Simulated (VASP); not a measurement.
# SiC: single point with BLYP

The system is SiC.

```
Si C
1.0
     0.00000    2.16438    2.16438
     2.16438    0.00000    2.16438
     2.16438    2.16438    0.00000
Si C
1 1
Direct
  0.00000 0.00000 0.00000
  0.75000 0.75000 0.75000
```

```yaml
Program: VASP 6.6.1
Task: single point
Functional: BLYP
Potentials_or_basis: VASP PAW PBE potentials, release 64 (Si, C)
Cutoff: 600 eV
k_mesh: 10 × 10 × 10
Occupations: fermi-dirac, width 0.05 eV
Spin: no spin polarisation
Dipole_correction: no
Further_INCAR_settings: ALGO = Normal; EDIFF = 1e-06; NBANDS = 11
```

```json
{"Pressure": "13.1 GPa", "Band gap on the k mesh": "1.69 eV (least direct gap 4.86 eV)"}
```

Levels at points of the mesh, in eV from the valence-band top:
```
           k point  band 1  band 2  band 3  band 4  band 5  band 6  band 7  band 8
(0.00, 0.00, 0.00)  -15.43    0.00    0.00    0.00    6.67    7.53    7.53    7.53
(0.50, 0.00, 0.00)  -11.84   -8.49   -1.05   -1.05    5.75    7.49    7.49   10.47
(0.50, 0.50, 0.00)  -10.38   -7.78   -3.17   -3.17    1.69    4.62   14.33   14.33
```

It took 14 s on 1 thread of AMD EPYC 7R43 64-Core Processor (Zen 3), with other jobs on the host, peak memory 0.1 GiB.

Caveat: the cell stands under pressure; the PAW data sets were made with another functional, which shifts forces and pressure a little. A k mesh can miss the band edges.
